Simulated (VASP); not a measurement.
# CaTl3Ir (Cmcm) in VASP: single point with LDA

Aim: the single point of CaTl3Ir with LDA.

Program: VASP 6.6.1. These are calculated values, not measurements. Logs are shortened: lines on timing, memory, paths and dates and some standing lists are left out, and cuts for length are marked.

## (1) The cell of the first run

Symmetry: Cmcm, No. 63, orthorhombic system. Conventional cell: a = 3.983 Å, b = 12.484 Å, c = 9.240 Å, α = 90.00°, β = 90.00°, γ = 90.00°. Within 4.4 Å of Ca (site symmetry m2m) lie 9 Tl at 2.92 to 4.10 Å and 6 Ir at 3.89 to 4.36 Å and 2 Ca at 3.98 Å. Within 3.3 Å of Ir (site symmetry 2/m) lie 6 Tl at 2.51 to 2.65 Å. Within 3.3 Å of Tl (site symmetry m2m) lie 2 Ir at 2.51 Å and 2 Ca at 2.92 Å. Within 3.8 Å of Tl (site symmetry m) lie 2 Ir at 2.65 Å and 3 Ca at 3.06 to 3.16 Å and 8 Tl at 3.50 to 3.77 Å.

## (2) Single point, LDA

INCAR reads:

```
SYSTEM = CaTl3Ir
PREC = Accurate
ENCUT = 520
EDIFF = 1E-6
ISMEAR = 1
SIGMA = 0.0185
LREAL = .False.
LASPH = .True.
NELM = 100
ALGO = Normal
ISIF = 2
LWAVE = .False.
LCHARG = .True.
GGA = CA
LELF = .True.
LVHAR = .True.
NELECT = 117.0
NBANDS = 69
```

KPOINTS reads:

```
Automatic mesh
0
Gamma
  5 5 2
  0 0 0
```

POSCAR reads:

```
CaTl3Ir
1.0
    3.9825040000      0.0000000000      0.0000000000
    1.9912520000     -6.2419590000      0.0000000000
    0.0000000000      0.0000000000     -9.2397830000
Ca Ir Tl
2 2 6
Direct
    0.7492000000      0.5016000000      0.7500000000
    0.2508000000      0.4984000000      0.2500000000
    0.0000000000      0.0000000000      0.0000000000
    0.0000000000      0.0000000000      0.5000000000
    0.0779000000      0.8442000000      0.7500000000
    0.9221000000      0.1558000000      0.2500000000
    0.3658000000      0.2684000000      0.5548000000
    0.6342000000      0.7316000000      0.0548000000
    0.6342000000      0.7316000000      0.4452000000
    0.3658000000      0.2684000000      0.9452000000
```

Potentials or basis: VASP PAW LDA potentials, release 64 (Ca_sv, Ir, Tl_d).

On the command line:

```console
$ cat potpaw_LDA.64/Ca_sv/POTCAR potpaw_LDA.64/Ir/POTCAR potpaw_LDA.64/Tl_d/POTCAR > POTCAR
$ mpirun -np 1 vasp_std > vasp.out
```

OUTCAR:

```text
SYSTEM = CaTl3Ir
   PREC = Accurate
   ENCUT = 520
   EDIFF = 1E-6
   ISMEAR = 1
   LREAL = .False.
   LASPH = .True.
   NELM = 100
   ISIF = 2
   GGA = CA
   NELECT = 117.0

 ion  position               nearest neighbor table
   1  0.749  0.502  0.750-   5 2.92   5 2.92   7 3.06  10 3.06  10 3.06   7 3.06   8 3.16   9 3.16

   2  0.251  0.498  0.250-   6 2.92   6 2.92   8 3.06   9 3.06   8 3.06   9 3.06   7 3.16  10 3.16

   3  0.000  0.000  0.000-   5 2.51   6 2.51   8 2.65   8 2.65  10 2.65  10 2.65
   4  0.000  0.000  0.500-   5 2.51   6 2.51   9 2.65   7 2.65   9 2.65   7 2.65
   5  0.078  0.844  0.750-   3 2.51   4 2.51   1 2.92   1 2.92   9 3.52   8 3.52   8 3.52   9 3.52
                             7 3.77  10 3.77   7 3.77  10 3.77   7 4.02  10 4.02
   6  0.922  0.156  0.250-   3 2.51   4 2.51   2 2.92   2 2.92  10 3.52   7 3.52   7 3.52  10 3.52
                             8 3.77   9 3.77   8 3.77   9 3.77   8 4.02   9 4.02
   7  0.366  0.268  0.555-   4 2.65   4 2.65   1 3.06   1 3.06   2 3.16   9 3.50   6 3.52   6 3.52
                            10 3.61   9 3.65   9 3.65   5 3.77   5 3.77   5 4.02
   8  0.634  0.732  0.055-   3 2.65   3 2.65   2 3.06   2 3.06   1 3.16  10 3.50   5 3.52   5 3.52
                             9 3.61  10 3.65  10 3.65   6 3.77   6 3.77   6 4.02
   9  0.634  0.732  0.445-   4 2.65   4 2.65   2 3.06   2 3.06   1 3.16   7 3.50   5 3.52   5 3.52
                             8 3.61   7 3.65   7 3.65   6 3.77   6 3.77   6 4.02
  10  0.366  0.268  0.945-   3 2.65   3 2.65   1 3.06   1 3.06   2 3.16   8 3.50   6 3.52   6 3.52
                             7 3.61   8 3.65   8 3.65   5 3.77   5 3.77   5 4.02

  LATTYP: Found a base centered orthorhombic cell.
 ALAT       =     3.9825040000
 B/A-ratio  =     3.1346906368
 C/A-ratio  =     2.3200938405

  Lattice vectors:

 A1 = (   1.9912520000,   6.2419590000,   0.0000000000)
 A2 = (   1.9912520000,  -6.2419590000,   0.0000000000)
 A3 = (   0.0000000000,   0.0000000000,  -9.2397830000)

Analysis of symmetry for initial positions (statically):
=====================================================================
 Subroutine PRICEL returns:
 Original cell was already a primitive cell.

 Routine SETGRP: Setting up the symmetry group for a
 base centered orthorhombic supercell.

 Subroutine GETGRP returns: Found  8 space group operations
 (whereof  4 operations were pure point group operations)
 out of a pool of  8 trial point group operations.

The static configuration has the point symmetry C_2h.
 The point group associated with its full space group is D_2h.

Analysis of symmetry for dynamics (positions and initial velocities):
=====================================================================
 Subroutine PRICEL returns:
 Original cell was already a primitive cell.

 Routine SETGRP: Setting up the symmetry group for a
 base centered orthorhombic supercell.

 Subroutine GETGRP returns: Found  8 space group operations
 (whereof  4 operations were pure point group operations)
 out of a pool of  8 trial point group operations.

The dynamic configuration has the point symmetry C_2h.
 The point group associated with its full space group is D_2h.

 Subroutine INISYM returns: Found  8 space group operations
 (whereof  4 operations are pure point group operations),
 and found     1 'primitive' translations

----------------------------------------------------------------------------------------

                                     Primitive cell

  volume of cell :     229.6883

  direct lattice vectors                    reciprocal lattice vectors
     3.982504000  0.000000000  0.000000000     0.251098304  0.080103057  0.000000000
     1.991252000 -6.241959000  0.000000000     0.000000000 -0.160206115  0.000000000
     0.000000000  0.000000000 -9.239783000     0.000000000  0.000000000 -0.108227650

  length of vectors
     3.982504000  6.551880393  9.239783000     0.263565662  0.160206115  0.108227650

  position of ions in fractional coordinates (direct lattice)
     0.749200000  0.501600000  0.750000000
     0.250800000  0.498400000  0.250000000
     0.000000000  0.000000000  0.000000000
     0.000000000  0.000000000  0.500000000
     0.077900000  0.844200000  0.750000000
     0.922100000  0.155800000  0.250000000
     0.365800000  0.268400000  0.554800000
     0.634200000  0.731600000  0.054800000
     0.634200000  0.731600000  0.445200000
     0.365800000  0.268400000  0.945200000

  ion indices of the primitive-cell ions
   primitive index   ion index
                 1           1
                 2           2
                 3           3
                 4           4
                 5           5
                 6           6
                 7           7
                 8           8
                 9           9
                10          10

----------------------------------------------------------------------------------------

 KPOINTS: Automatic mesh

Automatic generation of k-mesh.
 Grid dimensions read from file:
 generate k-points for:    5    5    2

 Generating k-lattice:

  Cartesian coordinates                     Fractional coordinates (reciprocal lattice)
     0.050219661  0.016020611  0.000000000     0.200000000  0.000000000  0.000000000
     0.000000000 -0.032041223  0.000000000     0.000000000  0.200000000  0.000000000
     0.000000000  0.000000000 -0.054113825     0.000000000  0.000000000  0.500000000

  Length of vectors
     0.052713132  0.032041223  0.054113825

  Shift w.r.t. Gamma in fractional coordinates (k-lattice)
     0.000000000  0.000000000  0.000000000

 Subroutine IBZKPT returns following result:
 ===========================================

 Found     18 irreducible k-points:

 Following reciprocal coordinates:
            Coordinates               Weight
  0.000000  0.000000  0.000000      1.000000
  0.200000 -0.000000  0.000000      4.000000
  0.400000 -0.000000  0.000000      4.000000
  0.000000  0.200000  0.000000      2.000000
  0.400000  0.200000  0.000000      2.000000
 -0.400000  0.200000  0.000000      4.000000
[... 10 lines left out ...]
  0.000000  0.400000  0.500000      2.000000
 -0.200000  0.400000  0.500000      2.000000
   k-points           NKPTS =     18   k-points in BZ     NKDIM =     18   number of bands    NBANDS=     69
   number of dos      NEDOS =    301   number of ions     NIONS =     10
   total plane-waves  NPLWV = 105000
   dimension x,y,z NGX =    30 NGY =   50 NGZ =   70
   dimension x,y,z NGXF=    60 NGYF=  100 NGZF=  140
   ions per type =               2   2   6
   NGX,Y,Z   is equivalent  to a cutoff of  12.52, 12.69, 12.59 a.u.
   NGXF,Y,Z  is equivalent  to a cutoff of  25.05, 25.37, 25.19 a.u.
 SYSTEM =  CaTl3Ir
   PREC   = accura    normal or accurate (medium, high low for compatibility)
   ISTART =      0    job   : 0-new  1-cont  2-samecut
   ICHARG =      2    charge: 1-file 2-atom 10-const
   ISPIN  =      1    spin polarized calculation?
   LNONCOLLINEAR =      F non collinear calculations
   LSORBIT =      F    spin-orbit coupling
   LASPH  =      T    aspherical Exc in radial PAW
   ENCUT  =  520.0 eV  38.22 Ry    6.18 a.u.   7.40 12.18 17.18*2*pi/ulx,y,z
   NELM   =    100;   NELMIN=  2; NELMDL= -5     # of ELM steps
   EDIFF  = 0.1E-05   stopping-criterion for ELM
   LREAL  =      F    real-space projection
   EDIFFG = 0.1E-04   stopping-criterion for IOM
   NSW    =      0    number of steps for IOM
   IBRION =     -1    ionic relax: 0-MD 1-quasi-New 2-CG
   NFREE  =      0    steps in history (QN), initial steepest desc. (CG)
   ISIF   =      2    stress and relaxation
   ISYM   =      2    0-nonsym 1-usesym 2-fastsym
   POTIM  = 0.5000    time-step for ionic-motion
   TEBEG  =    0.0;   TEEND  =   0.0 temperature during run
   PSTRESS=    0.0 pullay stress
   NELECT =     117.0000    total number of electrons
   NUPDOWN=      -1.0000    fix difference up-down
   EMIN   =  10.00;   EMAX   =-10.00  energy-range for DOS
   EFERMI =   0.00;   METHOD = LEGACY
   ISMEAR =     1;   SIGMA  =   0.02  broadening in eV -4-tet -1-fermi 0-gaus
   EFERMI_NEDOS =   21; number of points for ismear=-14 and -15
   IALGO  =     38    algorithm
   IMIX   =      4    mixing-type and parameters
     AMIX     =   0.40;   BMIX     =  1.00
     AMIX_MAG =   1.60;   BMIX_MAG =  1.00
  volume/ion in A,a.u.               =      22.97       155.00
  Fermi-wavevector in a.u.,A,eV,Ry     =   1.307446  2.470715 23.258010  1.709415
  Thomas-Fermi vector in A             =   2.438180
   LORBIT       =      0    0 simple, 1 ext, 2 COOP (PROOUT), +10 PAW based schemes
   GGA     = CA    functional components
   LHFCALC =     F    Hartree Fock is set to
   AEXX    =    0.0000 exact exchange contribution
   IVDW    =     0    specifies the selected vdW correction
   LEPSILON=     F    determine dielectric tensor
   LRPA    =     F    only Hartree local field effects (RPA)
 non-spin polarized calculation
 Methfessel and Paxton  Order N= 1 SIGMA  =   0.02
  energy-cutoff  :      520.00
  volume of cell :      229.69
 maximum number of plane-waves:      6216
 NGX is ok and might be reduce to    30
   NGX = 15   NGY = 25   NGZ = 35

 number of electron     116.9999999 magnetization

 Free energy of the ion-electron system (eV)
  ---------------------------------------------------
  ext. energy  EPLUGINS =         0.00000000
  ---------------------------------------------------
  free energy    TOTEN  =       -33.75537729 eV

  energy without entropy =      -33.75407373  energy(sigma->0) =      -33.75494277

 E-fermi :   7.1772     XC(G=0): -11.2224

 val. band max:        7.1706981150   @ k =  -0.4000   0.2000   0.5000
 cond. band min:       7.1800602380   @ k =  -0.4000   0.2000   0.0000
 fundamental gap:      0.0093621230
 Fermi energy:         7.1772166945

 k-point     1 :       0.0000    0.0000    0.0000
  band No.  band energies     occupation
      1     -33.5719      2.00000
      2     -33.5715      2.00000
      3     -15.0433      2.00000
      4     -15.0390      2.00000
      5     -14.9826      2.00000
      6     -14.9687      2.00000
[... 61 lines left out ...]
     68      10.5462      0.00000
     69      10.9021      0.00000
[... 1222 lines left out ...]
     68      10.1173      0.00000
     69      10.5975      0.00000

------------------------ aborting loop because EDIFF is reached ----------------------------------------

  FORCE on cell =-STRESS in cart. coord.  units (eV):
  Direction    XX          YY          ZZ          XY          YZ          ZX
  --------------------------------------------------------------------------------------
  -------------------------------------------------------------------------------------
  Total       23.7364205     20.9101405     30.4610586      0.0000000      0.0000000      0.0000000
  in kB      165.5720039    145.8574543    212.4793210      0.0000000      0.0000000      0.0000000
  external PRESSURE =     174.6362597 kB  Pullay stress =       0.0000000 kB

 VOLUME and BASIS-vectors are now :
 -----------------------------------------------------------------------------
  energy-cutoff  :      520.00
  volume of cell :      229.69
      direct lattice vectors                 reciprocal lattice vectors
     3.982504000  0.000000000  0.000000000     0.251098304  0.080103057  0.000000000
     1.991252000 -6.241959000  0.000000000     0.000000000 -0.160206115  0.000000000
     0.000000000  0.000000000 -9.239783000     0.000000000  0.000000000 -0.108227650

 POSITION                                       TOTAL-FORCE (eV/Angst)
 -----------------------------------------------------------------------------------
      3.98250     -3.13097     -6.92984         0.000000      1.003829     -0.000000
      1.99125     -3.11099     -2.30995         0.000000     -1.003829      0.000000
      0.00000      0.00000      0.00000        -0.000000      0.000000      0.000000
      0.00000      0.00000     -4.61989         0.000000      0.000000      0.000000
      1.99125     -5.26946     -6.92984        -0.000000     -0.246480      0.000000
      3.98250     -0.97250     -2.30995         0.000000      0.246480     -0.000000
      1.99125     -1.67534     -5.12623         0.000000     -0.422676     -0.566395
      3.98250     -4.56662     -0.50634        -0.000000      0.422676     -0.566395
      3.98250     -4.56662     -4.11355        -0.000000      0.422676      0.566395
      1.99125     -1.67534     -8.73344         0.000000     -0.422676      0.566395
 -----------------------------------------------------------------------------------
    total drift:                                0.000000     -0.000000     -0.000000

  FREE ENERGIE OF THE ION-ELECTRON SYSTEM (eV)
  ---------------------------------------------------
  free  energy   TOTEN  =       -33.7553772863 eV

  energy  without entropy=      -33.7540737288  energy(sigma->0) =      -33.75494277
```

Run time: 4.8 min. Hardware: 1 thread of Intel Xeon Platinum 8375C at 2.90GHz (Ice Lake), shared host; peak memory 0.4 GiB.

What came out:

* Free energy: -33.7554 eV
* Largest force: 1.004 eV/Å

Forces in eV/Å, atoms in the order of the input:
```
Ca   0.000  1.004  0.000
Ca   0.000 -1.004  0.000
Ir   0.000  0.000  0.000
Ir   0.000  0.000  0.000
Tl   0.000 -0.246  0.000
Tl   0.000  0.246  0.000
Tl   0.000 -0.423 -0.566
Tl   0.000  0.423 -0.566
Tl   0.000  0.423  0.566
Tl   0.000 -0.423  0.566
```

Caveat: the cell carries a net charge on a neutralising background, which shifts energy and pressure; the cell is charged against a uniform background, so pressure and absolute levels hang on convention; spin-orbit coupling is left out, which moves the levels of the heavy elements; forces of over 1 eV/Å act on the atoms, so gaps and moduli don't describe the material at rest.
